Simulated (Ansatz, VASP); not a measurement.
Cu: VASP beside Ansatz

INCAR

```
PREC = Accurate
ENCUT = 520
EDIFF = 1E-6
ISMEAR = -1
SIGMA = 0.06
LREAL = False
LASPH = True
NELM = 100
ALGO = Normal
ISIF = 2
LWAVE = False
LCHARG = False
GGA = PE
NBANDS = 12
```

The input KPOINTS:

```
Automatic mesh
0
Gamma
  12 12 12
```

The input POSCAR:

```
Cu
1.0
    0.0000000000      1.7909305000      1.7909305000
    1.7909305000      0.0000000000      1.7909305000
    1.7909305000      1.7909305000      0.0000000000
Cu
1
Direct
    0.0000000000      0.0000000000      0.0000000000
```

Input for Ansatz:

```yaml
crystal:
  atoms:
  - position: [0.0, 0.0, 0.0]
    symbol: Cu
  lattice:
  - [0.0, 1.7909305, 1.7909305]
  - [1.7909305, 0.0, 1.7909305]
  - [1.7909305, 1.7909305, 0.0]
hamiltonian:
  dispersion: none
  pseudopotentials:
    kind: all_electron
    lapw: {}
    relativity: scalar
  xc: pbe
kpoints:
  mp_grid:
    grid: [12, 12, 12]
    shift: [0, 0, 0]
magnetization: {spin_polarized: false}
output: {forces: true, stress: true}
scf:
  occupations: {method: fermi_dirac, width: 0.06}
```

Alike in both runs: task single point; functional PBE; k mesh 12 × 12 × 12; occupations fermi-dirac, width 0.06 eV; no spin polarisation.

|  | VASP | Ansatz |
| --- | --- | --- |
| version | VASP 6.6.1 | Ansatz 0.2 development build |
| potentials or method | VASP PAW PBE potentials, release 64 (Cu), cutoff 520 eV | all-electron full-potential LAPW, scalar-relativistic |

|  | VASP | Ansatz | Ansatz less VASP |
| --- | --- | --- | --- |
| pressure (GPa) | 6.7 | 6.1 | -0.57 |

Ansatz ran all-electron here, and VASP with PAW potentials.
